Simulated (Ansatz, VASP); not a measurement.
**Two plane-wave programs on K2F**

Contents of INCAR:

```
PREC = Accurate
ENCUT = 600
EDIFF = 1E-6
ISMEAR = 0
SIGMA = 0.1
LREAL = False
LASPH = True
NELM = 60
ALGO = Normal
ISIF = 3
LWAVE = False
LCHARG = False
GGA = PE
IBRION = 2
NSW = 100
EDIFFG = -0.01
```

Contents of KPOINTS:

```
regular mesh
0
Gamma
  12 12 14
```

Contents of POSCAR:

```
K2F
1.0
    5.3611846440      0.0000000000      0.0000000000
   -2.6805923220      4.6429220962      0.0000000000
    0.0000000000      0.0000000000      3.4080544174
K F
2 1
Direct
    0.3333333333      0.6666666667      0.5000000000
    0.6666666667      0.3333333333      0.5000000000
    0.0000000000      0.0000000000      0.0000000000
```

Input for Ansatz:

```yaml
crystal:
  lattice:
    - [5.361184644, 0.0, 0.0]
    - [-2.680592322, 4.6429220962, 0.0]
    - [0.0, 0.0, 3.4080544174]
  atoms:
    - { symbol: K, position: [0.3333333333, 0.6666666667, 0.5] }
    - { symbol: K, position: [0.6666666667, 0.3333333333, 0.5] }
    - { symbol: F, position: [0.0, 0.0, 0.0] }
basis:
  ecutwfc: 420
kpoints:
  mp_grid: { grid: [12, 12, 14] }
hamiltonian:
  xc: pbe
scf:
  occupations: { method: gaussian, width: 0.1 }
output:
  forces: true
  stress: true
  eigenvalues: true
relax:
  adjacent_minimum: "off"
  f_tol: 0.01
  max_steps: 80
  cell: { stress_tol: 0.05 }
```

Alike in both runs: task relaxation of cell and atoms; functional PBE; k mesh 12 × 12 × 14; occupations gaussian, width 0.1 eV; no spin polarisation.

|  | VASP | Ansatz |
| --- | --- | --- |
| version | VASP 6.6.1 | Ansatz 0.2.0 |
| potentials or method | VASP PAW PBE potentials, release 64 (K_sv, F), cutoff 600 eV | scalar-relativistic, plane waves, PAW |
| valence electrons in the cell | 25 | 25 |

|  | VASP | Ansatz | Ansatz less VASP |
| --- | --- | --- | --- |
| gap on the k mesh at the Fermi level, each at its own relaxed structure (eV) | none | none | - |
| relaxed volume (Å³/atom) | 35.93 | 36.47 | +0.544 |
| relaxed cell length with the largest relative difference (Å) | 3.898 | 3.931 | +0.0328 |

A gap of «none» marks a metal or a gap that the smearing closes.

Noted on VASP's run: the volume moved by over 15 % at a fixed basis, so the end points are rough.
